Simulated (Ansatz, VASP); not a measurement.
# BaTe: VASP beside Ansatz

```
CELL_PARAMETERS angstrom
0.00000 3.42399 3.42399
3.42399 0.00000 3.42399
3.42399 3.42399 0.00000
ATOMIC_POSITIONS crystal
Ba 0.50000 0.50000 0.50000
Te 0.00000 0.00000 0.00000
```

Alike in both runs: task single point; functional PBE; k mesh 8 × 8 × 8; occupations gaussian, width 0.02 eV; no spin polarisation.

```csv
,VASP,Ansatz
version,VASP 6.6.1,Ansatz 0.2.0
potentials or method,"VASP PAW PBE potentials, release 64 (Ba_sv, Te), cutoff 520 eV","scalar-relativistic, plane waves, PAW"
valence electrons in the cell,16,26
```

```tsv
	VASP	Ansatz	Ansatz less VASP
gap on the k mesh at the Fermi level (eV)	1.36	1.46	+0.097
least direct gap on the mesh (eV)	1.74	1.80	+0.060
pressure (GPa)	3.7	3.3	-0.42
```

VASP's potentials hold 16 valence electrons a cell and Ansatz's 26, so a difference there can come from the potentials and not from the codes.

Spin-orbit coupling is off throughout.
